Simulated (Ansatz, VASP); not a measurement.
## MgO in VASP and in Ansatz

```xyz
2
Lattice="0.0000 2.0809 2.0809 2.0809 0.0000 2.0809 2.0809 2.0809 0.0000" Properties=species:S:1:pos:R:3 pbc="T T T"
Mg    0.0000    0.0000    0.0000
O     2.0809    2.0809    2.0809
```

Alike in both runs: task single point; functional r2SCAN; k mesh 8 × 8 × 8; no spin polarisation.

|  | VASP | Ansatz |
| --- | --- | --- |
| version | VASP 6.6.1 | Ansatz 0.2.0 |
| potentials or method | VASP PAW PBE potentials, release 64 (Mg, O) | plane waves, PAW |
| plane-wave cutoff (eV) | 520 | 500 |
| occupations | gaussian, width 0.01 eV | fixed |
| valence electrons in the cell | 8 | 16 |

VASP gave:

```
gap on the k mesh at the Fermi level (eV) : 5.98
pressure (GPa)                            : 4.3
```

Question: What did Ansatz give for the same quantities?

Answer: gap on the k mesh at the Fermi level (eV): 6.00; pressure (GPa): 5.4.

VASP's potentials were made for PBE, not for r2SCAN. VASP's potentials hold 8 valence electrons a cell and Ansatz's 16, so a difference there can come from the potentials and not from the codes.
